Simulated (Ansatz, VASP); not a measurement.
# Ge: VASP beside Ansatz

The input INCAR:

```
SYSTEM = Ge
  ALGO = Normal
  EDIFF = 1E-8
  ENCUT = 520
  GGA = PE
  ISIF = 2
  ISMEAR = -1
  LASPH = .True.
  LCHARG = .False.
  LEFG = .True.
  LREAL = .False.
  LWAVE = .False.
  NBANDS = 21
  NELM = 100
  PREC = Accurate
  SIGMA = 0.05
```

KPOINTS

```
k-points
0
Gamma
  10 10 10
  0 0 0
```

POSCAR

```
Ge
1.0
    0.0000000000      2.8287700000      2.9136331000
    2.8287700000      0.0000000000      2.9136331000
    2.8287700000      2.8287700000      0.0000000000
Ge
2
Direct
    0.5000000000      0.5000000000      0.5000000000
    0.7500000000      0.7500000000      0.7500000000
```

Input for Ansatz:

```yaml
crystal:
  lattice:
    - [0.0, 2.82877, 2.9136331]
    - [2.82877, 0.0, 2.9136331]
    - [2.82877, 2.82877, 0.0]
  atoms:
    - { symbol: Ge, position: [0.5, 0.5, 0.5] }
    - { symbol: Ge, position: [0.75, 0.75, 0.75] }
kpoints:
  mp_grid: { grid: [10, 10, 10] }
scf:
  occupations: { method: fermi_dirac, width: 0.05 }
hamiltonian:
  xc: pbe
  pseudopotentials: { kind: all_electron, datasets: crystal }
output:
  forces: true
  stress: true
  eigenvalues: true
  efg: { contact_densities: true }
```

Change from the starting cell: zz strain of +3 %, crystal datasets.

Alike in both runs: task electric field gradients; functional PBE; k mesh 10 × 10 × 10; occupations fermi-dirac, width 0.05 eV; no spin polarisation.

|  | VASP | Ansatz |
| --- | --- | --- |
| version | VASP 6.6.1 | Ansatz 0.2.0 |
| potentials or method | VASP PAW PBE potentials, release 64 (Ge_d), cutoff 520 eV | all-electron PAW with datasets made for the crystal, scalar-relativistic |

|  | VASP | Ansatz | Ansatz less VASP |
| --- | --- | --- | --- |
| pressure (GPa) | 1.5 | 1.6 | +0.06 |
| traceless stress, the component that is largest in VASP (GPa) | -1.41 | -1.41 | -0.001 |
| size of Vzz on the site where it differs most (V/Å²) | 1.2 | 1.5 | +0.35 |

Ansatz ran all-electron here, and VASP with PAW potentials.
